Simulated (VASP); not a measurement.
# CaBr (P-6m2) in VASP: a series of runs, part 3 of 4

VASP 6.6.1. The steps go on from the part before.

## 4. Relaxation of cell and atoms, PBE, target pressure 10 GPa, at which the enthalpy is minimised

INCAR reads:

```
SYSTEM = CaBr
PREC = Accurate
ENCUT = 600
EDIFF = 1E-6
ISMEAR = -1
SIGMA = 0.05
LREAL = .FALSE.
LASPH = .TRUE.
NELM = 100
ALGO = Normal
ISIF = 3
LWAVE = .FALSE.
LCHARG = .FALSE.
GGA = PE
IBRION = 2
NSW = 60
EDIFFG = -0.01
PSTRESS = 100.0
```

KPOINTS reads:

```
regular mesh
0
G
  8 8 6
  0 0 0
```

POSCAR reads:

```
CaBr
1.0
    3.9170223818      0.0000000000      0.0000000000
   -1.9585111909      3.3922408898      0.0000000000
    0.0000000000      0.0000000000      4.3410340000
Br Ca
1 1
Direct
    0.3333333333      0.6666666667      0.5000000000
    0.0000000000      0.0000000000      0.0000000000
```

Potentials or basis: VASP PAW PBE potentials, release 64 (Br, Ca_sv).

Launch:

```
> cat potpaw_PBE.64/Br/POTCAR potpaw_PBE.64/Ca_sv/POTCAR > POTCAR
> mpirun -np 1 vasp_std > vasp.out
```

OUTCAR:

```text
SYSTEM = CaBr
   PREC = Accurate
   ENCUT = 600
   EDIFF = 1E-6
   ISMEAR = -1
   LREAL = .FALSE.
   LASPH = .TRUE.
   NELM = 100
   ISIF = 3
   GGA = PE
   IBRION = 2
   NSW = 60
   EDIFFG = -0.01
   PSTRESS = 100.0

 ion  position               nearest neighbor table
   1  0.333  0.667  0.500-
   2  0.000  0.000  0.000-

  LATTYP: Found a hexagonal cell.
 ALAT       =     3.9170223818
 C/A-ratio  =     1.1082484543

  Lattice vectors:

 A1 = (   3.9170223818,   0.0000000000,   0.0000000000)
 A2 = (  -1.9585111909,   3.3922408898,   0.0000000000)
 A3 = (   0.0000000000,   0.0000000000,   4.3410340000)

Analysis of symmetry for initial positions (statically):
=====================================================================
 Subroutine PRICEL returns:
 Original cell was already a primitive cell.

 Routine SETGRP: Setting up the symmetry group for a
 hexagonal supercell.

 Subroutine GETGRP returns: Found 12 space group operations
 (whereof 12 operations were pure point group operations)
 out of a pool of 24 trial point group operations.

The static configuration has the point symmetry D_3h.

Analysis of symmetry for dynamics (positions and initial velocities):
=====================================================================
 Subroutine PRICEL returns:
 Original cell was already a primitive cell.

 Routine SETGRP: Setting up the symmetry group for a
 hexagonal supercell.

 Subroutine GETGRP returns: Found 12 space group operations
 (whereof 12 operations were pure point group operations)
 out of a pool of 24 trial point group operations.

The dynamic configuration has the point symmetry D_3h.

 Subroutine INISYM returns: Found 12 space group operations
 (whereof 12 operations are pure point group operations),
 and found     1 'primitive' translations

----------------------------------------------------------------------------------------

                                     Primitive cell

  volume of cell :      57.6814

[... 95 lines left out ...]
   ISYM   =      2    0-nonsym 1-usesym 2-fastsym
   POTIM  = 0.5000    time-step for ionic-motion
   TEBEG  =    0.0;   TEEND  =   0.0 temperature during run
   PSTRESS=  100.0 pullay stress
   NELECT =      17.0000    total number of electrons
   NUPDOWN=      -1.0000    fix difference up-down
   EMIN   =  10.00;   EMAX   =-10.00  energy-range for DOS
   EFERMI =   0.00;   METHOD = LEGACY
   ISMEAR =    -1;   SIGMA  =   0.05  broadening in eV -4-tet -1-fermi 0-gaus
   EFERMI_NEDOS =   21; number of points for ismear=-14 and -15
   IALGO  =     38    algorithm
   IMIX   =      4    mixing-type and parameters
     AMIX     =   0.40;   BMIX     =  1.00
     AMIX_MAG =   1.60;   BMIX_MAG =  1.00
  volume/ion in A,a.u.               =      28.84       194.63
  Fermi-wavevector in a.u.,A,eV,Ry     =   1.089463  2.058787 16.149159  1.186930
  Thomas-Fermi vector in A             =   2.225667
   LORBIT       =      0    0 simple, 1 ext, 2 COOP (PROOUT), +10 PAW based schemes
   GGA     = PE    functional components
   LHFCALC =     F    Hartree Fock is set to
   AEXX    =    0.0000 exact exchange contribution
   IVDW    =     0    specifies the selected vdW correction
   LEPSILON=     F    determine dielectric tensor
   LRPA    =     F    only Hartree local field effects (RPA)
 conjugate gradient relaxation of ions
 non-spin polarized calculation
  energy-cutoff  :      600.00
  volume of cell :       57.68
 maximum number of plane-waves:      1942
 NGX is ok and might be reduce to    32
   NGX = 15   NGY = 15   NGZ = 17

--------------------------------------- Ionic step        1  -------------------------------------------

 number of electron      17.0000001 magnetization

 Free energy of the ion-electron system (eV)
  ---------------------------------------------------
  ext. energy  EPLUGINS =         0.00000000
  ---------------------------------------------------
  free energy    TOTEN  =        -6.04568634 eV

  energy without entropy =       -6.01947869  energy(sigma->0) =       -6.03258251

 E-fermi :   4.6810     XC(G=0):  -8.8091

 val. band max:        4.6705380116   @ k =   0.2500   0.1250   0.1667
 cond. band min:       4.6924139926   @ k =   0.2500   0.1250   0.3333
 fundamental gap:      0.0218759810
 Fermi energy:         4.6809663130

 k-point     1 :       0.0000    0.0000    0.0000
  band No.  band energies     occupation
      1     -37.7218      2.00000
      2     -18.7949      2.00000
      3     -18.6698      2.00000
      4     -18.6698      2.00000
      5     -12.9730      2.00000
      6      -0.9107      2.00000
      7       0.0650      2.00000
      8       0.0650      2.00000
      9       2.8317      2.00000
     10       5.1916      0.00007
     11       6.9728      0.00000
     12       6.9728      0.00000
[... 420 lines left out ...]
--------------------------------------- Ionic step        3  -------------------------------------------

 number of electron      16.9999998 magnetization

 Free energy of the ion-electron system (eV)
  ---------------------------------------------------
  ext. energy  EPLUGINS =         0.00000000
  ---------------------------------------------------
  free energy    TOTEN  =        -5.73059285 eV

  energy without entropy =       -5.70809090  energy(sigma->0) =       -5.71934187

 E-fermi :   6.3767     XC(G=0):  -9.8273

 val. band max:        6.3511559702   @ k =   0.3750   0.1250   0.0000
 cond. band min:       6.3838852877   @ k =   0.2500   0.2500   0.5000
 fundamental gap:      0.0327293175
 Fermi energy:         6.3767018710

 k-point     1 :       0.0000    0.0000    0.0000
  band No.  band energies     occupation
      1     -35.3116      2.00000
      2     -16.4541      2.00000
      3     -16.2621      2.00000
      4     -16.2621      2.00000
      5     -12.0633      2.00000
      6       0.4668      2.00000
      7       1.6739      2.00000
      8       1.6739      2.00000
      9       4.7424      2.00000
     10       7.2070      0.00000
     11       9.2107      0.00000
     12       9.2107      0.00000
[... 378 lines left out ...]
  energy  without entropy=       -5.7080908989  energy(sigma->0) =       -5.71934187

  enthalpy is  TOTEN    =        -2.8887253165 eV   P V=        2.8418675344

 reached required accuracy - stopping structural energy minimisation
```

OSZICAR:

```text
N       E                     dE             d eps       ncg     rms          rms(c)
DAV:   1     0.133100544062E+03    0.13310E+03   -0.83589E+03   960   0.139E+03
DAV:   2     0.190694742957E+01   -0.13119E+03   -0.12606E+03  1072   0.311E+02
DAV:   3    -0.562543489365E+01   -0.75324E+01   -0.74278E+01  1296   0.700E+01
[... 26 lines left out ...]
DAV:   4    -0.572989973947E+01   -0.28298E-03   -0.51008E-03  1180   0.670E-01    0.159E-01
DAV:   5    -0.573055064336E+01   -0.65090E-03   -0.10255E-03  1628   0.161E-01    0.591E-02
DAV:   6    -0.573059652431E+01   -0.45881E-04   -0.10158E-04  1772   0.647E-02    0.173E-02
DAV:   7    -0.573059264436E+01    0.38799E-05   -0.84459E-06  1700   0.226E-02    0.418E-03
DAV:   8    -0.573059285089E+01   -0.20653E-06   -0.35713E-07   664   0.443E-03
   3 F= -.28887253E+01 E0= -.28774743E+01  d E =-.443228E+00
```

CONTCAR:

```text
CaBr
   1.00000000000000
     3.6172271844082857    0.0000000000000000    0.0000000000000000
    -1.8086135922041429    3.1326106329285062   -0.0000000000000000
     0.0000000000000000    0.0000000000000000    4.0182061065229080
  Br              Ca
     1     1
Direct
     0.3333333332999970    0.6666666667000030    0.5000000000000000
     0.0000000000000000    0.0000000000000000    0.0000000000000000

  0.00000000E+00  0.00000000E+00  0.00000000E+00
  0.00000000E+00  0.00000000E+00  0.00000000E+00
```

Run time: 37 s. Hardware: 1 thread of Intel Xeon 6975P-C (Granite Rapids), shared host; peak memory 0.22 GiB.

What came out:

* Free energy: -5.7306 eV
* Relaxed volume: 22.77 Å³/atom
* Relaxed cell: a = 3.617 Å, b = 3.617 Å, c = 4.018 Å, α = 90.00°, β = 90.00°, γ = 120.00°
* Space group after relaxing (to 0.1 Å): P-6m2 (No. 187)
* Energy change on relaxing (the run minimises the enthalpy): +157.5 meV/atom
* Ionic steps: 3
* Pressure after relaxing: 10.0 GPa
* Band gap on the k mesh: zero (an odd number of electrons rules out a gap without spin polarisation)

The path:
| step | energy change (eV) | largest force (eV/Å) | pressure (GPa) | volume (Å³) |
| --- | --- | --- | --- | --- |
| 1 | 0.0000 | 0.0000 | 0.25 | 57.68 |
| 2 | 0.4045 | 0.0000 | 12.03 | 44.23 |
| 3 | 0.3151 | 0.0000 | 10.04 | 45.53 |

Final structure:
```
Br Ca
1.0
     3.61723    0.00000    0.00000
    -1.80861    3.13261    0.00000
     0.00000    0.00000    4.01821
Br Ca
1 1
Direct
  0.33333 0.66667 0.50000
  0.00000 0.00000 0.00000
```

Caveat: the cell is relaxed towards a set pressure, so the run minimises the enthalpy, not the energy; the volume moved by over 15 % at a fixed basis, so the end points are rough; an odd number of electrons without spin polarisation forces a metal; a magnetic or distorted state may lie lower.

## 5. Relaxation of cell and atoms, PBE, target pressure 20 GPa, at which the enthalpy is minimised

INCAR reads:

```
SYSTEM = CaBr
ALGO     = Normal         ! electronic algorithm
EDIFF    = 1E-7           ! SCF threshold, eV
EDIFFG   = -0.01          ! ionic threshold
ENCUT    = 600            ! plane-wave cutoff, eV
GGA      = PE             ! functional
IBRION   = 2              ! ionic algorithm
ISIF     = 3              ! what is computed and relaxed
ISMEAR   = -1             ! smearing method
LASPH    = .TRUE.         ! aspherical terms in the spheres
LCHARG   = .FALSE.        ! write CHGCAR
LREAL    = .FALSE.        ! projectors in reciprocal space
LWAVE    = .FALSE.        ! write WAVECAR
NELM     = 100            ! most SCF steps
NSW      = 60             ! ionic steps
PREC     = Accurate       ! precision mode
PSTRESS  = 200.0        
SIGMA    = 0.05           ! smearing width, eV
```

KPOINTS reads:

```
k-points
0
G
  8 8 6
  0 0 0
```

POSCAR is that of step 4.

Launch:

```
> cat potpaw_PBE.64/Br/POTCAR potpaw_PBE.64/Ca_sv/POTCAR > POTCAR
> mpirun -np 1 vasp_std > vasp.out
```

It took 76 s on 1 thread of Intel Xeon 6975P-C (Granite Rapids), shared host; peak memory 0.21 GiB.

The run converged. Its results:

```
Free energy                                                : -5.2644 eV
Relaxed volume                                             : 20.19 Å³/atom
Relaxed cell                                               : a = 3.474 Å, b = 3.474 Å, c = 3.864 Å, α = 90.00°, β = 90.00°, γ = 120.00°
Space group after relaxing (to 0.1 Å)                      : P-6m2 (No. 187)
Energy change on relaxing (the run minimises the enthalpy) : +390.6 meV/atom
Ionic steps                                                : 9
Pressure after relaxing                                    : 20.0 GPa
Band gap on the k mesh                                     : zero (an odd number of electrons rules out a gap without spin polarisation)
```

Stress tensor (GPa, compression positive):
```
19.95  0.00  0.00
 0.00 19.95  0.00
 0.00  0.00 20.04
```

Step by step:
| step | energy change (eV) | largest force (eV/Å) | pressure (GPa) | volume (Å³) |
| --- | --- | --- | --- | --- |
| 1 | 0.0000 | 0.0000 | 0.25 | 57.68 |
| 2 | 2.3699 | 0.0000 | 52.07 | 32.80 |
| 3 | 0.7362 | 0.0000 | 19.06 | 40.76 |
| 4 | 0.7726 | 0.0000 | 19.81 | 40.46 |
| 5 | 0.8109 | 0.0000 | 20.60 | 40.15 |
| 6 | 0.7597 | 0.0000 | 19.54 | 40.56 |
| 7 | 0.7815 | 0.0000 | 19.99 | 40.39 |
| 8 | 0.7809 | 0.0000 | 19.98 | 40.39 |
| 9 | 0.7813 | 0.0000 | 19.98 | 40.39 |

Final structure:
```
Br Ca
1.0
     3.47429    0.00000    0.00000
    -1.73715    3.00883    0.00000
     0.00000    0.00000    3.86366
Br Ca
1 1
Cartesian
  0.0000 2.0059 1.9318
  0.0000 0.0000 0.0000
```

Levels at points of the mesh, in eV from the Fermi level:
```
           k point  band 6  band 7  band 8  band 9  band 10  band 11  band 12
(0.00, 0.00, 0.00)   -5.91   -4.61   -4.61   -1.61     1.32     3.16     3.16
(0.50, 0.00, 0.00)   -8.37   -6.18   -5.14   -0.72     2.56     2.83     3.13
(0.00, 0.00, 0.50)   -8.38   -4.49   -4.49    1.87     1.89     1.89     3.09
(0.50, 0.00, 0.50)   -7.72   -7.02   -5.61   -0.32     2.41     3.83     4.96
```

Caveat: the cell is relaxed towards a set pressure, so the run minimises the enthalpy, not the energy; the volume moved by over 15 % at a fixed basis, so the end points are rough; an odd number of electrons without spin polarisation forces a metal; a magnetic or distorted state may lie lower.

[end of part 3 of 4]
